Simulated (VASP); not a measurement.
Set up this calculation in VASP 6.6.1, as the native input.

```
Task                   : single point
Functional             : PBE
Potentials or basis    : VASP PAW PBE potentials, release 64 (I)
Cutoff                 : 520 eV
k mesh                 : 12 × 12 × 12
Occupations            : fermi-dirac, width 0.08 eV
Spin                   : no spin polarisation
Dipole correction      : no
Further INCAR settings : ALGO = Normal; EDIFF = 1e-06; NBANDS = 10
```

The structure of I lies in POSCAR:

```
I
1.0
    3.6769660545      0.0000000000      0.0000000000
   -1.8384830272      3.1843460120      0.0000000000
    0.0000000000      0.0000000000      2.9126367424
I
1
Direct
    0.0000000000      0.0000000000      0.0000000000
```

This cell differs from its parent crystal: volume scaled by 0.65.

One way to write it, as run:

INCAR

```
PREC     = Accurate       # precision mode
ENCUT    = 520            # plane-wave cutoff, eV
EDIFF    = 1E-6           # SCF threshold, eV
ISMEAR   = -1             # smearing method
SIGMA    = 0.08           # smearing width, eV
LREAL    = F              # projectors in reciprocal space
LASPH    = T              # aspherical terms in the spheres
NELM     = 60             # most SCF steps
ALGO     = Normal         # electronic algorithm
ISIF     = 2              # what is computed and relaxed
LWAVE    = F              # write WAVECAR
LCHARG   = F              # write CHGCAR
GGA      = PE             # functional
NBANDS   = 10             # bands
```

KPOINTS

```
regular mesh
0
Gamma
  12 12 12
```

Potentials or basis: VASP PAW PBE potentials, release 64 (I).

The run is started by

```console
$ cat potpaw_PBE.64/I/POTCAR > POTCAR
$ mpirun -np 1 vasp_std > vasp.out
```

Results of the run:

* Pressure: 6.4 GPa

Caveat: an odd number of electrons without spin polarisation forces a metal; a magnetic or distorted state may lie lower.

Wall time 75 s on 1 thread of AMD EPYC 7R43 64-Core Processor (Zen 3), with other jobs on the host, peak memory 0.14 GiB.
